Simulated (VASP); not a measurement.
# TePb (Fm-3m) in VASP: density of states with PBEsol

Aim: the density of states of TePb with PBEsol.

Program: VASP 6.6.1. These are calculated values, not measurements. Logs are shortened: lines on timing, memory, paths and dates and some standing lists are left out, and cuts for length are marked.

## 1. The cell of the first run

Symmetry: Fm-3m, No. 225, cubic system. The conventional cell has a = 6.443 Å, b = 6.443 Å, c = 6.443 Å, α = 90.00°, β = 90.00°, γ = 90.00°. Within 4.2 Å of Pb (site symmetry m-3m) lie 6 Te at 3.22 Å. Te (site symmetry m-3m) has 6 Pb at 3.22 Å within 4.2 Å.

## 2. Density of states, PBEsol

Input file POSCAR:

```
TePb
1.0
    0.0000000000      3.2215039163      3.2215039163
    3.2215039163      0.0000000000      3.2215039163
    3.2215039163      3.2215039163      0.0000000000
Pb Te
1 1
Direct
    0.5000000000      0.5000000000      0.5000000000
    0.0000000000      0.0000000000      0.0000000000
```

Input file INCAR.step1:

```
PREC = Accurate ; ENCUT = 520
EDIFF = 1E-7 ; ISMEAR = 0
SIGMA = 0.05 ; LREAL = F
LASPH = T ; NELM = 60
ALGO = Normal ; ISIF = 2
LWAVE = F ; LCHARG = T
GGA = PS ; NBANDS = 17
```

Input file KPOINTS.step1:

```
Automatic mesh
0
Gamma
  8 8 8
```

Input file INCAR.step2:

```
PREC = Accurate ; ENCUT = 520
EDIFF = 1E-7 ; ISMEAR = -5
SIGMA = 0.05 ; LREAL = F
LASPH = T ; NELM = 60
ALGO = Normal ; ISIF = 2
LWAVE = F ; LCHARG = F
GGA = PS ; LORBIT = 10
NBANDS = 17 ; NEDOS = 2001
ICHARG = 11
```

Input file KPOINTS.step2:

```
Automatic mesh
0
Gamma
  12 12 12
```

Potentials or basis: VASP PAW PBE potentials, release 64 (Pb_d, Te).

Started as:

```bash
> cat potpaw_PBE.64/Pb_d/POTCAR potpaw_PBE.64/Te/POTCAR > POTCAR
> cp INCAR.step1 INCAR
> cp KPOINTS.step1 KPOINTS
> mpirun -np 1 vasp_std > vasp.out
> cp INCAR.step2 INCAR
> cp KPOINTS.step2 KPOINTS
> mpirun -np 1 vasp_std > vasp.out
```

OUTCAR:

```text
PREC = Accurate
   ENCUT = 520
   EDIFF = 1E-7
   ISMEAR = -5
   LREAL = F
   LASPH = T
   NELM = 60
   ISIF = 2
   GGA = PS
   LORBIT = 10
   ICHARG = 11

 ion  position               nearest neighbor table
   1  0.500  0.500  0.500-   2 3.22   2 3.22   2 3.22   2 3.22   2 3.22   2 3.22
   2  0.000  0.000  0.000-   1 3.22   1 3.22   1 3.22   1 3.22   1 3.22   1 3.22

  LATTYP: Found a face centered cubic cell.
 ALAT       =     6.4430078326

  Lattice vectors:

 A1 = (   0.0000000000,   3.2215039163,   3.2215039163)
 A2 = (   3.2215039163,   0.0000000000,   3.2215039163)
 A3 = (   3.2215039163,   3.2215039163,   0.0000000000)

Analysis of symmetry for initial positions (statically):
=====================================================================
 Subroutine PRICEL returns:
 Original cell was already a primitive cell.

 Routine SETGRP: Setting up the symmetry group for a
 face centered cubic supercell.

 Subroutine GETGRP returns: Found 48 space group operations
 (whereof 48 operations were pure point group operations)
 out of a pool of 48 trial point group operations.

The static configuration has the point symmetry O_h .

Analysis of symmetry for dynamics (positions and initial velocities):
=====================================================================
 Subroutine PRICEL returns:
 Original cell was already a primitive cell.

 Routine SETGRP: Setting up the symmetry group for a
 face centered cubic supercell.

 Subroutine GETGRP returns: Found 48 space group operations
 (whereof 48 operations were pure point group operations)
 out of a pool of 48 trial point group operations.

The dynamic configuration has the point symmetry O_h .

 Subroutine INISYM returns: Found 48 space group operations
 (whereof 48 operations are pure point group operations),
 and found     1 'primitive' translations

----------------------------------------------------------------------------------------

                                     Primitive cell

  volume of cell :      66.8661

  direct lattice vectors                    reciprocal lattice vectors
     0.000000000  3.221503916  3.221503916    -0.155207013  0.155207013  0.155207013
     3.221503916  0.000000000  3.221503916     0.155207013 -0.155207013  0.155207013
     3.221503916  3.221503916  0.000000000     0.155207013  0.155207013 -0.155207013

  length of vectors
     4.555894530  4.555894530  4.555894530     0.268826432  0.268826432  0.268826432

[... 83 lines left out ...]
   LREAL  =      F    real-space projection
   EDIFFG = 0.1E-05   stopping-criterion for IOM
   NSW    =      0    number of steps for IOM
   IBRION =     -1    ionic relax: 0-MD 1-quasi-New 2-CG
   NFREE  =      0    steps in history (QN), initial steepest desc. (CG)
   ISIF   =      2    stress and relaxation
   ISYM   =      2    0-nonsym 1-usesym 2-fastsym
   POTIM  = 0.5000    time-step for ionic-motion
   TEBEG  =    0.0;   TEEND  =   0.0 temperature during run
   PSTRESS=    0.0 pullay stress
   NELECT =      20.0000    total number of electrons
   NUPDOWN=      -1.0000    fix difference up-down
   EMIN   =  10.00;   EMAX   =-10.00  energy-range for DOS
   EFERMI =   0.00;   METHOD = LEGACY
   ISMEAR =    -5;   SIGMA  =   0.05  broadening in eV -4-tet -1-fermi 0-gaus
   EFERMI_NEDOS =   21; number of points for ismear=-14 and -15
   IALGO  =     38    algorithm
   IMIX   =      4    mixing-type and parameters
     AMIX     =   0.40;   BMIX     =  1.00
     AMIX_MAG =   1.60;   BMIX_MAG =  1.00
  volume/ion in A,a.u.               =      33.43       225.62
  Fermi-wavevector in a.u.,A,eV,Ry     =   1.094837  2.068942 16.308872  1.198668
  Thomas-Fermi vector in A             =   2.231149
   LORBIT       =     10    0 simple, 1 ext, 2 COOP (PROOUT), +10 PAW based schemes
   GGA     = PS    functional components
   LHFCALC =     F    Hartree Fock is set to
   AEXX    =    0.0000 exact exchange contribution
   IVDW    =     0    specifies the selected vdW correction
   LEPSILON=     F    determine dielectric tensor
   LRPA    =     F    only Hartree local field effects (RPA)
 non-spin polarized calculation
 Fermi weights with tetrahedron method with Bloechl corrections
  energy-cutoff  :      520.00
  volume of cell :       66.87
 maximum number of plane-waves:      1828
 NGX is ok and might be reduce to    36

 number of electron      20.0000002 magnetization

 Free energy of the ion-electron system (eV)
  ---------------------------------------------------
  ext. energy  EPLUGINS =         0.00000000
  ---------------------------------------------------
  free energy    TOTEN  =        -8.25924095 eV

  energy without entropy =       -8.25924095  energy(sigma->0) =       -8.25924095

 E-fermi :   5.5816     XC(G=0):  -9.5098

 val. band max:        5.5755505893   @ k =   0.5000   0.0000   0.0000
 cond. band min:       6.2251563864   @ k =   0.5000   0.0000   0.0000
 fundamental gap:      0.6496057971
 Fermi energy:         5.5816057554

 k-point     1 :       0.0000    0.0000    0.0000
  band No.  band energies     occupation
      1     -11.0713      2.00000
      2     -11.0713      2.00000
      3     -11.0563      2.00000
      4     -11.0563      2.00000
      5     -11.0563      2.00000
      6      -6.5330      2.00000
[... 457 lines left out ...]
      4     -11.0415      2.00000
      5     -11.0377      2.00000
      6      -4.9623      2.00000
[... 9 lines left out ...]
     16      14.0071      0.00000
     17      16.2342      0.00000

 [... further k-points ...]
[... 5 lines left out ...]
  --------------------------------------------------------------------------------------
  -------------------------------------------------------------------------------------
  Total       -0.0039197     -0.0039197     -0.0039197     -0.0000000      0.0000000      0.0000000
  in kB       -0.0939204     -0.0939204     -0.0939204     -0.0000000      0.0000000      0.0000000
  external PRESSURE =      -0.0939204 kB  Pullay stress =       0.0000000 kB

 VOLUME and BASIS-vectors are now :
 -----------------------------------------------------------------------------
  energy-cutoff  :      520.00
  volume of cell :       66.87
      direct lattice vectors                 reciprocal lattice vectors
     0.000000000  3.221503916  3.221503916    -0.155207013  0.155207013  0.155207013
     3.221503916  0.000000000  3.221503916     0.155207013 -0.155207013  0.155207013
     3.221503916  3.221503916  0.000000000     0.155207013  0.155207013 -0.155207013

 POSITION                                       TOTAL-FORCE (eV/Angst)
 -----------------------------------------------------------------------------------
      3.22150      3.22150      3.22150         0.000000      0.000000      0.000000
      0.00000      0.00000      0.00000        -0.000000     -0.000000     -0.000000
 -----------------------------------------------------------------------------------
    total drift:                                0.000000      0.000000      0.000000

  FREE ENERGIE OF THE ION-ELECTRON SYSTEM (eV)
  ---------------------------------------------------
  free  energy   TOTEN  =        -8.2592409530 eV

  energy  without entropy=       -8.2592409530  energy(sigma->0) =       -8.25924095

 total charge

# of ion       s       p       d       tot
------------------------------------------
    1        1.448   0.588   9.831  11.868
    2        1.376   1.988   0.019   3.384
--------------------------------------------------
tot          2.824   2.577   9.851  15.251
```

Run time: 54 s. Hardware: 1 thread of AMD EPYC 9R45 (Zen 5), shared host; peak memory 0.22 GiB.

What came out:

```yaml
Valence_electrons_inside_the_program's_atomic_spheres: Pb 11.87; Te 3.38
```

Caveat: the PAW data sets were made with another functional, which shifts forces and pressure a little; spin-orbit coupling is left out, which moves the levels of the heavy elements.
